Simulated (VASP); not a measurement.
# C (Cmce) in VASP: notebook, part 2 of 2

VASP 6.6.1.

## 3. Single point, PBE

This run uses another cell than the first one, of 11.41 Å³/atom, 0.993 times its volume.

File INCAR:

```
SYSTEM = C
PREC = Accurate
ENCUT = 520
EDIFF = 1E-6
ISMEAR = 0
SIGMA = 0.1
LREAL = .FALSE.
LASPH = .TRUE.
NELM = 100
ALGO = Normal
ISIF = 2
LWAVE = .FALSE.
LCHARG = .FALSE.
GGA = PE
NBANDS = 16
```

File KPOINTS:

```
Automatic mesh
0
G
  6 6 6
  0 0 0
```

File POSCAR:

```
C
1.0
    1.3954940286     -4.4267937464      0.0000000000
    1.3954940286      4.4267937464      0.0000000000
    0.0000000000      0.0000000000      3.6932107827
C
4
Direct
    0.0980000000      0.9020000000      0.9100000000
    0.5980000000      0.4020000000      0.5900000000
    0.9020000000      0.0980000000      0.0900000000
    0.4020000000      0.5980000000      0.4100000000
```

Potentials or basis: VASP PAW PBE potentials, release 64 (C).

Run with:

```sh
cat potpaw_PBE.64/C/POTCAR > POTCAR
mpirun -np 1 vasp_std > vasp.out
```

OUTCAR:

```text
SYSTEM = C
   PREC = Accurate
   ENCUT = 520
   EDIFF = 1E-6
   ISMEAR = 0
   LREAL = .FALSE.
   LASPH = .TRUE.
   NELM = 100
   ISIF = 2
   GGA = PE

 ion  position               nearest neighbor table
   1  0.098  0.902  0.910-   2 1.83   2 1.83   3 1.86
   2  0.598  0.402  0.590-   1 1.83   1 1.83   4 1.86
   3  0.902  0.098  0.090-   4 1.83   4 1.83   1 1.86
   4  0.402  0.598  0.410-   3 1.83   3 1.83   2 1.86

  LATTYP: Found a base centered orthorhombic cell.
 ALAT       =     2.7909880572
 B/A-ratio  =     3.1722054381
 C/A-ratio  =     1.3232628399

  Lattice vectors:

 A1 = (   1.3954940286,  -4.4267937464,   0.0000000000)
 A2 = (   1.3954940286,   4.4267937464,   0.0000000000)
 A3 = (   0.0000000000,   0.0000000000,   3.6932107827)

Analysis of symmetry for initial positions (statically):
=====================================================================
 Subroutine PRICEL returns:
 Original cell was already a primitive cell.

 Routine SETGRP: Setting up the symmetry group for a
 base centered orthorhombic supercell.

[... 169 lines left out ...]
  free energy    TOTEN  =       -23.80168645 eV

  energy without entropy =      -23.79125974  energy(sigma->0) =      -23.79647309

 E-fermi :   1.8012     XC(G=0): -10.0890

 val. band max:        1.7564686776   @ k =   0.0000   0.0000   0.0000
 cond. band min:       1.8055207626   @ k =   0.5000   0.3333   0.5000
 fundamental gap:      0.0490520850
 Fermi energy:         1.8012216528

 k-point     1 :       0.0000    0.0000    0.0000
  band No.  band energies     occupation
      1     -13.0162      2.00000
      2      -8.9692      2.00000
      3      -5.0101      2.00000
      4      -3.1570      2.00000
      5      -0.5105      2.00000
      6       0.1830      2.00000
[... 433 lines left out ...]
      3      -5.5460      2.00000
      4      -2.5992      2.00000
      5      -1.7068      2.00000
      6      -0.1810      2.00000
[... 8 lines left out ...]
     15       9.9452      0.00000
     16      10.2078      0.00000

 [... further k-points ...]
[... 5 lines left out ...]
  --------------------------------------------------------------------------------------
  -------------------------------------------------------------------------------------
  Total      -10.7150463    -13.3302764    -14.5033034      0.0000000     -0.0000000      0.0000000
  in kB     -376.2298701   -468.0566045   -509.2442726      0.0000000     -0.0000000      0.0000000
  external PRESSURE =    -451.1769157 kB  Pullay stress =       0.0000000 kB

 VOLUME and BASIS-vectors are now :
 -----------------------------------------------------------------------------
  energy-cutoff  :      520.00
  volume of cell :       45.63
      direct lattice vectors                 reciprocal lattice vectors
     1.395494029 -4.426793746  0.000000000     0.358296051 -0.112948565  0.000000000
     1.395494029  4.426793746  0.000000000     0.358296051  0.112948565  0.000000000
     0.000000000  0.000000000  3.693210783     0.000000000  0.000000000  0.270767107

 POSITION                                       TOTAL-FORCE (eV/Angst)
 -----------------------------------------------------------------------------------
      1.39549      3.55914      3.36082         0.000000      3.655205     -4.526287
      1.39549     -0.86765      2.17899         0.000000      3.655205      4.526287
      1.39549     -3.55914      0.33239         0.000000     -3.655205      4.526287
      1.39549      0.86765      1.51422         0.000000     -3.655205     -4.526287
 -----------------------------------------------------------------------------------
    total drift:                                0.000000     -0.000000      0.000000

  FREE ENERGIE OF THE ION-ELECTRON SYSTEM (eV)
  ---------------------------------------------------
  free  energy   TOTEN  =       -23.8016864487 eV

  energy  without entropy=      -23.7912597402  energy(sigma->0) =      -23.79647309
```

OSZICAR:

```text
N       E                     dE             d eps       ncg     rms          rms(c)
DAV:   1     0.251133441995E+02    0.25113E+02   -0.71061E+03  1664   0.883E+02
DAV:   2    -0.217373553864E+02   -0.46851E+02   -0.41892E+02  2432   0.148E+02
DAV:   3    -0.238358658541E+02   -0.20985E+01   -0.20717E+01  1840   0.290E+01
DAV:   4    -0.238520008146E+02   -0.16135E-01   -0.16129E-01  2040   0.312E+00
DAV:   5    -0.238521488677E+02   -0.14805E-03   -0.14805E-03  1808   0.282E-01    0.348E+00
DAV:   6    -0.238096803204E+02    0.42469E-01   -0.38057E-02  1728   0.122E+00    0.204E+00
DAV:   7    -0.238011760362E+02    0.85043E-02   -0.45773E-02  2048   0.137E+00    0.311E-01
DAV:   8    -0.238016031339E+02   -0.42710E-03   -0.44369E-03  1696   0.443E-01    0.784E-02
DAV:   9    -0.238016771274E+02   -0.73993E-04   -0.29677E-04  2088   0.115E-01    0.310E-02
DAV:  10    -0.238016848954E+02   -0.77680E-05   -0.11440E-05  1856   0.252E-02    0.118E-02
DAV:  11    -0.238016864151E+02   -0.15198E-05   -0.30251E-06  1664   0.128E-02    0.156E-03
DAV:  12    -0.238016864487E+02   -0.33546E-07   -0.11526E-07   832   0.234E-03
   1 F= -.23801686E+02 E0= -.23796473E+02  d E =-.104267E-01
```

It took 15 s on 1 thread of Intel Xeon 6975P-C (Granite Rapids), shared host; peak memory 0.17 GiB.

Results:

| Property | Result |
| --- | --- |
| Free energy | -23.8017 eV |
| Pressure | -45.1 GPa |
| Largest force | 5.818 eV/Å |
| Band gap on the k mesh | zero (band 8 reaches 2.17 eV, above the bottom of band 9 at 1.33 eV) |

Forces in eV/Å, atoms in the order of the input:
```
C    0.000  3.655 -4.526
C    0.000  3.655  4.526
C    0.000 -3.655  4.526
C    0.000 -3.655 -4.526
```

Stress tensor (GPa, compression positive):
```
-37.62   0.00   0.00
  0.00 -46.81   0.00
  0.00   0.00 -50.92
```

Caveat: the k points lie up to 0.39 Å⁻¹ apart; forces of over 1 eV/Å act on the atoms, so gaps and moduli don't describe the material at rest.

## 4. Relaxation of cell and atoms, PBE

This run uses another cell than the first one, of 11.44 Å³/atom, 0.996 times its volume.

File INCAR:

```
PREC     = Accurate       # precision mode
ENCUT    = 600            # plane-wave cutoff, eV
EDIFF    = 1E-6           # SCF threshold, eV
ISMEAR   = 0              # smearing method
SIGMA    = 0.1            # smearing width, eV
LREAL    = F              # projectors in reciprocal space
LASPH    = T              # aspherical terms in the spheres
NELM     = 100            # most SCF steps
ALGO     = Normal         # electronic algorithm
ISIF     = 3              # what is computed and relaxed
LWAVE    = F              # write WAVECAR
LCHARG   = F              # write CHGCAR
GGA      = PE             # functional
IBRION   = 2              # ionic algorithm
NSW      = 90             # ionic steps
EDIFFG   = -0.04          # ionic threshold
```

File KPOINTS:

```
regular mesh
0
Gamma
  6 6 4
```

File POSCAR:

```
C
1.0
    2.3419446424     -1.5478462523      0.0000000000
    2.3419446424      1.5478462523      0.0000000000
    0.0000000000      0.0000000000      6.3140506141
C
4
Direct
    0.8500000000      0.1500000000      0.1170000000
    0.6500000000      0.3500000000      0.6170000000
    0.1500000000      0.8500000000      0.8830000000
    0.3500000000      0.6500000000      0.3830000000
```

Run with:

```sh
cat potpaw_PBE.64/C/POTCAR > POTCAR
mpirun -np 1 vasp_std > vasp.out
```

Wall time 3 min (1 thread of Intel Xeon 6975P-C (Granite Rapids), shared host); peak memory 0.18 GiB.

It converged, with:

| Quantity | Value |
| --- | --- |
| Free energy | -36.7399 eV |
| Relaxed volume | 8.59 Å³/atom |
| Relaxed cell | a = 3.485 Å, b = 3.485 Å, c = 4.273 Å, α = 90.00°, β = 90.00°, γ = 41.46° |
| Space group after relaxing (to 0.05 Å) | Fmmm (No. 69) |
| Energy gained by relaxing | 4359.4 meV/atom |
| Ionic steps | 40 |
| Pressure after relaxing | -0.1 GPa |
| Largest force after relaxing | 0.012 eV/Å |
| Band gap on the k mesh | 0.27 eV, indirect (least direct gap 0.52 eV) |

Forces in eV/Å, atoms in the order of the input:
```
C    0.000  0.007  0.009
C    0.000 -0.007  0.009
C    0.000 -0.007 -0.009
C    0.000  0.007 -0.009
```

Stress tensor (GPa, compression positive):
```
-0.40  0.00  0.00
 0.00  0.05  0.00
 0.00  0.00 -0.06
```

Step by step:
```csv
step,energy change (eV),largest force (eV/Å),pressure (GPa),volume (Å³)
1,0.0000,2.8225,-35.56,45.78
2,-3.5501,12.8654,37.41,30.55
3,-4.2888,3.4935,-10.35,33.92
4,-4.3237,4.1552,-6.51,33.52
5,-8.6029,16.7827,63.18,26.03
6,120.5335,192.6976,2942.12,10.93
7,34.8908,133.5492,510.36,24.92
8,32.4814,125.5506,465.79,25.84
9,26.3892,108.3656,413.06,25.98
10,12.6697,68.3500,281.54,26.39
11,-0.9936,24.1104,115.34,27.24
12,-5.3783,4.0163,-10.39,28.97
13,-5.4647,3.8020,-5.60,28.83
14,-5.5293,3.7434,4.15,28.57
15,-5.5751,3.8200,3.92,28.58
16,-5.7147,4.0523,3.25,28.61
17,-6.0062,4.5944,1.42,28.65
18,-6.6333,5.4378,-1.30,28.74
19,-7.9834,6.5214,-5.05,28.88
20,-10.7155,7.3415,-8.01,29.05
21,-13.1125,4.8128,44.75,28.92
22,-13.3195,5.0370,19.91,29.02
23,-13.3500,4.7302,28.74,28.98
24,-13.8614,4.4718,32.28,29.40
25,-14.4612,6.6829,46.56,30.63
26,-15.4477,5.7832,30.37,31.71
27,-16.9806,3.6131,-4.30,35.01
28,-17.0574,3.2893,-10.78,35.89
29,-17.2858,2.0026,-8.55,35.41
30,-17.4202,0.2516,-3.97,34.81
31,-17.4215,0.3467,-3.16,34.73
32,-17.4217,0.2825,-3.39,34.75
33,-17.4287,0.2313,-1.89,34.61
34,-17.4337,0.1602,0.96,34.36
35,-17.4353,0.1285,0.52,34.38
36,-17.4368,0.0513,-0.56,34.44
37,-17.4375,0.0389,-0.40,34.40
38,-17.4377,0.0617,-0.26,34.37
39,-17.4377,0.0482,-0.07,34.33
40,-17.4378,0.0116,-0.14,34.35
```

Final structure:
```yaml
crystal:
  lattice:
    - [3.25903, -1.23332, 0.00000]
    - [3.25903, 1.23332, 0.00000]
    - [0.00000, 0.00000, 4.27259]
  atoms:
    - { symbol: C, position: [0.00016, 0.99984, 0.16687] }
    - { symbol: C, position: [0.49984, 0.50016, 0.66687] }
    - { symbol: C, position: [0.99984, 0.00016, 0.83313] }
    - { symbol: C, position: [0.50016, 0.49984, 0.33313] }
```

Levels at points of the mesh, in eV from the valence-band top:
| k point | band 5 | band 6 | band 7 | band 8 | band 9 | band 10 | band 11 | band 12 |
| --- | --- | --- | --- | --- | --- | --- | --- | --- |
| (0.00, 0.00, 0.00) | -6.23 | -2.91 | -2.90 | -1.34 | 2.74 | 4.66 | 8.38 | 8.54 |
| (0.50, 0.00, 0.00) | -8.81 | -8.81 | -2.61 | -2.61 | 2.93 | 2.93 | 10.68 | 10.68 |
| (0.50, 0.50, 0.00) | -6.33 | -3.04 | -2.96 | -2.88 | 1.00 | 7.24 | 8.41 | 8.42 |
| (0.00, 0.00, 0.50) | -4.90 | -4.90 | -4.59 | -4.59 | 6.43 | 6.43 | 7.70 | 7.70 |
| (0.50, 0.00, 0.50) | -6.28 | -6.28 | -2.22 | -2.22 | 1.76 | 1.76 | 7.48 | 7.48 |
| (0.50, 0.50, 0.50) | -6.74 | -6.74 | -4.96 | -4.96 | 7.04 | 7.04 | 7.98 | 7.98 |

Caveat: the volume moved by over 15 % at a fixed basis, so the end points are rough.

## 5. Single point, PBE

This run uses another cell than the first one, of 11.44 Å³/atom, 0.996 times its volume.

File INCAR:

```
ALGO = Normal ; EDIFF = 1E-7
ENCUT = 520 ; GGA = PE
ISIF = 2 ; ISMEAR = 0
LASPH = T ; LCHARG = F
LREAL = F ; LWAVE = F
NBANDS = 16 ; NELM = 100
PREC = Accurate ; SIGMA = 0.1
```

File KPOINTS:

```
k-points
0
Gamma
  8 8 4
```

POSCAR is that of step 4.

Run with:

```sh
cat potpaw_PBE.64/C/POTCAR > POTCAR
mpirun -np 1 vasp_std > vasp.out
```

Wall time 12 s (1 thread of Intel Xeon 6975P-C (Granite Rapids), shared host); peak memory 0.17 GiB.

It converged, with:

```yaml
Free_energy: -19.2620 eV
Pressure: -35.0 GPa
Largest_force: 2.814 eV/Å
Band_gap_on_the_k_mesh: zero (band 8 reaches 4.44 eV, above the bottom of band 9 at 0.96 eV)
```

Forces in eV/Å, atoms in the order of the input:
```
C    0.000 -1.859 -2.112
C    0.000  1.859 -2.112
C    0.000  1.859  2.112
C    0.000 -1.859  2.112
```

Stress tensor (GPa, compression positive):
```
 -9.39   0.00   0.00
  0.00 -32.57   0.00
  0.00   0.00 -62.91
```

Levels at points of the mesh, in eV from the Fermi level:
```csv
k point,band 6,band 7,band 8,band 9,band 10,band 11
"(0.00, 0.00, 0.00)",0.11,1.13,2.07,2.22,2.36,2.98
"(0.50, 0.00, 0.00)",-5.08,-0.01,-0.01,1.10,1.10,1.91
"(0.50, 0.50, 0.00)",-2.85,-2.45,-1.52,-1.12,-0.13,0.84
"(0.00, 0.00, 0.50)",-0.44,2.03,2.03,2.15,2.15,2.73
"(0.50, 0.00, 0.50)",-2.99,-2.50,-2.50,0.74,0.74,2.35
"(0.50, 0.50, 0.50)",-4.52,-1.62,-1.62,1.08,1.08,1.33
```

Caveat: forces of over 1 eV/Å act on the atoms, so gaps and moduli don't describe the material at rest.

## 6. The runs side by side

```csv
task,cell,k mesh,cutoff (eV),gap on the mesh (eV),pressure (GPa),relaxed volume (Å³/atom),largest force (eV/Å)
relaxation of cell and atoms,"relaxed from a = 3.723, b = 3.723, c = 3.789 Å, angles 90.0, 90.0, 118.9°, 4 atoms",6 × 6 × 4,600,-,-0.4,7.75,0.03
single point,"a = 4.642, b = 4.642, c = 3.693 Å, angles 90.0, 90.0, 145.0°, 4 atoms",6 × 6 × 6,520,none,-45.1,-,5.82
relaxation of cell and atoms,"relaxed from a = 2.807, b = 2.807, c = 6.314 Å, angles 90.0, 90.0, 66.9°, 4 atoms",6 × 6 × 4,600,0.27,-0.1,8.59,0.01
single point,"a = 2.807, b = 2.807, c = 6.314 Å, angles 90.0, 90.0, 66.9°, 4 atoms",8 × 8 × 4,520,none,-35.0,-,2.81
```

Alike in all rows: level PBE; potentials or basis VASP PAW PBE potentials, release 64 (C); no spin polarisation; smearing gaussian 0.1 eV.

Caveats: some runs use coarse meshes; the volume moved by over 15 % at a fixed basis, so the end points are rough (some runs); forces of over 1 eV/Å act on the atoms, so gaps and moduli don't describe the material at rest (some runs).

Absolute energies hang on the potentials; compare differences alone.
